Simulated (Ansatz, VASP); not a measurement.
**Os in VASP and in Ansatz**

```xyz
2
Lattice="2.7341 0.0000 0.0000 -1.3670 2.3678 0.0000 0.0000 0.0000 4.4061" Properties=species:S:1:pos:R:3 pbc="T T T"
Os    0.0000    1.5785    1.1015
Os    1.3670    0.7893    3.3046
```

Change from the starting cell: zz strain of +2 %.

Alike in both runs: task single point; functional PBE; k mesh 15 × 15 × 9; occupations fermi-dirac, width 0.05 eV; no spin polarisation.

|  | VASP | Ansatz |
| --- | --- | --- |
| version | VASP 6.6.1 | Ansatz 0.2.0 |
| potentials or method | VASP PAW PBE potentials, release 64 (Os), cutoff 600 eV | all-electron LAPW, scalar-relativistic |

|  | VASP | Ansatz | Ansatz less VASP |
| --- | --- | --- | --- |
| pressure (GPa) | 0.2 | 0.2 | 0.00 |
| traceless stress, the component that is largest in VASP (GPa) | -7.51 | -7.51 | -0.001 |

Ansatz ran all-electron here, and VASP with PAW potentials.

Neither program's run includes spin-orbit coupling.
